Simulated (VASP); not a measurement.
Crystal: SiBi2Te5.

```xyz
8
Lattice="4.1800 0.0000 0.0000 -2.0900 3.6200 0.0000 0.0000 0.0000 15.8000" Properties=species:S:1:pos:R:3 pbc="T T T"
Si    0.0000    0.0000    7.9000
Bi    0.0000    2.4133    2.0540
Bi    2.0900    1.2067   13.7460
Te    0.0000    2.4133    6.3200
Te    2.0900    1.2067    9.4800
Te    2.0900    1.2067    3.7999
Te    0.0000    2.4133   12.0001
Te    0.0000    0.0000    0.0000
```

```yaml
Program: VASP 6.6.1
Task: relaxation of cell and atoms
Functional: PBE
Potentials_or_basis: VASP PAW PBE potentials, release 64 (Si, Bi_d, Te)
Cutoff: 600 eV
k_mesh: 5 × 5 × 1
Occupations: gaussian, width 0.2 eV
Spin: no spin polarisation
```

At the start: pressure 3.6 GPa; volume 29.88 Å³/atom.

Problem. Where does the relaxation end?

Solution. Over 9 steps the energy falls by 49.7 meV/atom and the volume is 32.04 Å³/atom (+7.2 %); space group P-3m1 (No. 164, to 0.1 Å) before and after.

Step by step:
| step | energy change (eV) | largest force (eV/Å) | pressure (GPa) | volume (Å³) |
| --- | --- | --- | --- | --- |
| 1 | 0.0000 | 0.9139 | 3.62 | 239.08 |
| 2 | -0.2060 | 0.8286 | -1.88 | 263.16 |
| 3 | -0.2449 | 0.8476 | -0.53 | 255.85 |
| 4 | -0.3127 | 0.6174 | -0.34 | 255.01 |
| 5 | -0.3797 | 0.2668 | 0.30 | 253.11 |
| 6 | -0.3938 | 0.1238 | -0.06 | 255.82 |
| 7 | -0.3958 | 0.1173 | -0.26 | 257.40 |
| 8 | -0.3966 | 0.1198 | 0.25 | 255.49 |
| 9 | -0.3979 | 0.0485 | 0.02 | 256.31 |

Final structure:
```cif
data_structure
_symmetry_space_group_name_H-M 'P 1'
_symmetry_Int_Tables_number 1
_cell_length_a 4.2217
_cell_length_b 4.2217
_cell_length_c 16.6055
_cell_angle_alpha 90.000
_cell_angle_beta 90.000
_cell_angle_gamma 120.000
_cell_volume 256.31
loop_
_atom_site_label
_atom_site_type_symbol
_atom_site_fract_x
_atom_site_fract_y
_atom_site_fract_z
_atom_site_occupancy
Si1 Si 0.00000 0.00000 0.50000 1
Bi1 Bi 0.33333 0.66667 0.12998 1
Bi2 Bi 0.66667 0.33333 0.87002 1
Te1 Te 0.33333 0.66667 0.41235 1
Te2 Te 0.66667 0.33333 0.58765 1
Te3 Te 0.66667 0.33333 0.24194 1
Te4 Te 0.33333 0.66667 0.75806 1
Te5 Te 0.00000 0.00000 0.00000 1
```

Caveat: the k points lie up to 0.38 Å⁻¹ apart in the final cell; the relaxation stopped at a loose force limit of 0.08 eV/Å, so its end isn't a converged minimum.
